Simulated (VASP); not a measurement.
The system is Hf4H3.

```xyz
7
Lattice="3.2300 0.0000 0.0000 -1.6150 2.7973 0.0000 0.0000 0.0000 10.7700" Properties=species:S:1:pos:R:3 pbc="T T T"
Hf    0.0000    0.0000    0.0000
Hf    0.0000    1.8648    2.6925
Hf    1.6150    0.9324    5.3850
Hf    0.0000    1.8648    8.0775
H     0.0000    1.8648    0.6731
H     0.0000    0.0000    2.0194
H     1.6150    0.9324    3.3656
```

* Program: VASP 6.6.1
* Task: relaxation of cell and atoms
* Functional: PBE
* Potentials or basis: VASP PAW PBE potentials, release 64 (Hf_pv, H)
* Cutoff: 600 eV
* k mesh: 6 × 6 × 2
* Occupations: gaussian, width 0.2 eV
* Spin: no spin polarisation

At the start: pressure 1.6 GPa; volume 13.90 Å³/atom.

Q: How do energy, volume and symmetry change on relaxing?

A: Over 9 steps the energy falls by 37.5 meV/atom and the volume is 13.94 Å³/atom (+0.3 %); space group P3m1 (No. 156, to 0.05 Å).

The path:
```csv
step,energy change (eV),largest force (eV/Å),pressure (GPa),volume (Å³)
1,0.0000,1.8273,1.62,97.31
2,-0.1615,0.7525,-1.68,99.31
3,-0.1792,0.4720,-2.98,100.25
4,-0.2333,0.3260,0.76,96.92
5,-0.2334,0.3246,0.65,97.01
6,-0.2501,0.2440,0.29,97.20
7,-0.2539,0.1805,0.05,97.33
8,-0.2601,0.1328,-0.14,97.46
9,-0.2625,0.0743,-0.37,97.60
```

Final structure:
```xyz
7
Lattice="3.2240 0.0000 0.0000 -1.6120 2.7921 0.0000 0.0000 0.0000 10.8430" Properties=species:S:1:pos:R:3 pbc="T T T"
Hf    0.0000    0.0000   10.6544
Hf    0.0000    1.8614    2.7570
Hf    1.6120    0.9307    5.5614
Hf    0.0000    1.8614    8.0827
H     0.0000    1.8614    0.7019
H     3.2240    0.0000    1.9740
H     1.6120    0.9307    3.4752
```

Caveat: the k points lie up to 0.38 Å⁻¹ apart in the final cell; the relaxation stopped at a loose force limit of 0.08 eV/Å, so its end isn't a converged minimum.
